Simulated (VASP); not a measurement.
Write the native input for VASP 6.6.1 that does the following.

| Item | Value |
| --- | --- |
| Task | single point |
| Functional | PBE |
| Potentials or basis | VASP PAW PBE potentials, release 64 (Al, N) |
| Cutoff | 520 eV |
| k mesh | 1 × 1 × 1, shifted |
| Occupations | fermi-dirac, width 0.01 eV |
| Spin | no spin polarisation |
| Dipole correction | no |
| Further INCAR settings | LREAL = Auto; ALGO = Normal; EDIFF = 1e-06; NBANDS = 86 |

The structure of AlN (AlN (P6_3mc)) lies in POSCAR:

```
AlN
1.0
    6.2595139326      0.0000000578      0.0000000000
   -3.1297570163      5.4208980521      0.0000000000
    0.0000000000      0.0000000000     10.0348065068
Al N
16 16
Direct
    0.3327335998      0.1651975520      0.2499362135
    0.1656697391      0.3322942523      0.4999373173
    0.3327516879      0.1652094689      0.7499089902
    0.1656946140      0.3322993225      0.9999252548
    0.3327711169      0.6652624642      0.2499403365
    0.1656914374      0.8322978478      0.4999338578
    0.3327705113      0.6652185526      0.7499433765
    0.1656665138      0.8322364765      0.9999496148
    0.8327590348      0.1652425200      0.2499353150
    0.6656630055      0.3322794356      0.4999239991
    0.8327615559      0.1652331912      0.7499249383
    0.6657308369      0.3323174075      0.9999262105
    0.8327789368      0.6652592584      0.2499427161
    0.6656983446      0.8323373123      0.4999501826
    0.8327602390      0.6652416600      0.7499260108
    0.6657174778      0.8323026076      0.9999565295
    0.3311640223      0.1667450886      0.4398451253
    0.1672271132      0.3307249285      0.1898290798
    0.3312093103      0.1667529613      0.9398289298
    0.1671959018      0.3307253530      0.6898266651
    0.3311876555      0.6667618850      0.4398482388
    0.1671885786      0.8306998327      0.1898548879
    0.3312003611      0.6667122247      0.9398470223
    0.1672095824      0.8307523337      0.6898351648
    0.8311872827      0.1667751639      0.4398428246
    0.6672148536      0.3307205314      0.1898279462
    0.8312080371      0.1667573391      0.9398274869
    0.6671725728      0.3307257977      0.6898154483
    0.8311884968      0.6667528977      0.4398642203
    0.6672347799      0.8307641447      0.1898656407
    0.8312031447      0.6667418983      0.9398459645
    0.6672160894      0.8307684880      0.6898346175
```

The input as run:

INCAR

```
SYSTEM = AlN
PREC = Accurate
ENCUT = 520
EDIFF = 1E-6
ISMEAR = -1
SIGMA = 0.01
LREAL = Auto
LASPH = .True.
NELM = 100
ALGO = Normal
ISIF = 2
LWAVE = .False.
LCHARG = .True.
GGA = PE
LELF = .True.
LVHAR = .True.
NBANDS = 86
```

KPOINTS

```
Automatic mesh
0
Gamma
  1 1 1
  0.25 0.25 0.25
```

Potentials or basis: VASP PAW PBE potentials, release 64 (Al, N).

Run with:

```sh
$ cat potpaw_PBE.64/Al/POTCAR potpaw_PBE.64/N/POTCAR > POTCAR
$ mpirun -np 1 vasp_std > vasp.out
```

It gave:

```
Pressure               : -0.6 GPa
Largest force          : 0.206 eV/Å
Band gap on the k mesh : 5.74 eV
```

Caveat: the k points lie up to 1.16 Å⁻¹ apart.

It took 5.6 min on 1 thread of Intel(R) Xeon(R) Platinum 8259CL CPU @ 2.50GHz (Skylake/Cascade Lake), on a shared host, peak memory 0.46 GiB.
